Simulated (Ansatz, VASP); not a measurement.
# One calculation of Te, two programs

```
Te
1.0
     4.19176   -2.34749    0.00000
     4.19176    2.34749    0.00000
    -0.12915    0.00000    3.95735
Te
3
Direct
  0.67600 0.67600 0.67500
  0.32400 0.32400 0.32500
  0.00000 0.00000 0.00000
```

Change from the starting cell: equal xx and yy strain of -1 %.

Alike in both runs: task single point; functional LDA; k mesh 8 × 8 × 8; occupations fermi-dirac, width 0.05 eV; no spin polarisation.

|  | VASP | Ansatz |
| --- | --- | --- |
| version | VASP 6.6.1 | Ansatz 0.2.0 |
| potentials or method | VASP PAW LDA potentials, release 64 (Te), cutoff 520 eV | all-electron LAPW, scalar-relativistic |

```csv
,VASP,Ansatz,Ansatz less VASP
pressure (GPa),7.0,6.8,-0.12
"traceless stress, the component that is largest in VASP (GPa)",0.91,0.92,+0.010
rms of the force components (eV/Å),0.248,0.242,-0.0059
```

LDA's correlation is that of Perdew and Zunger in VASP and of Perdew and Wang (1992) in Ansatz. Atom by atom the forces differ by 0.006 eV/Å (rms over components). Ansatz ran all-electron here, and VASP with PAW potentials.

Neither program's run includes spin-orbit coupling.
